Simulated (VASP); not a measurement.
MnSi, 2 atoms in the cell. It takes space group Pm-3m (No. 221, cubic). The conventional cell has a = 3.467 Å, b = 3.467 Å, c = 3.467 Å, α = 90.00°, β = 90.00°, γ = 90.00°. Mn (site symmetry m-3m) has 8 Si at 3.00 Å and 6 Mn at 3.47 Å within 4.0 Å. Si (site symmetry m-3m) has 8 Mn at 3.00 Å and 6 Si at 3.47 Å within 4.0 Å. 

- Program: VASP 6.6.1
- Task: single point
- Functional: HF
- Potentials or basis: VASP PAW PBE potentials, release 64 (Mn_sv, Si)
- Cutoff: 510 eV
- k mesh: 5 × 5 × 5
- Occupations: fermi-dirac, width 0.05 eV
- Spin: collinear spin, ferromagnetic start
- Starting moments: [4.0, 0.0] μB
- Dipole correction: no
- Grid for exact exchange (PRECFOCK): Normal
- Further INCAR settings: ALGO = Normal; EDIFF = 1e-06; NBANDS = 20
- Share of exact exchange: 1

Potentials or basis: VASP PAW PBE potentials, release 64 (Mn_sv, Si).

Run with:

```sh
$ cat potpaw_PBE.64/Mn_sv/POTCAR potpaw_PBE.64/Si/POTCAR > POTCAR
$ cp INCAR.step1 INCAR
$ mpirun -np 1 vasp_std > vasp.out
$ cp INCAR.step2 INCAR
$ mpirun -np 1 vasp_std > vasp.out
```

Hardware: 1 thread of Intel(R) Xeon(R) Platinum 8488C (Sapphire Rapids), with other jobs on the host.

Question: How long does it take, and how much memory?

Answer: It took 25 min on 1 thread of Intel(R) Xeon(R) Platinum 8488C (Sapphire Rapids), on a shared host, peak memory 0.19 GiB. Counts: k points 10.
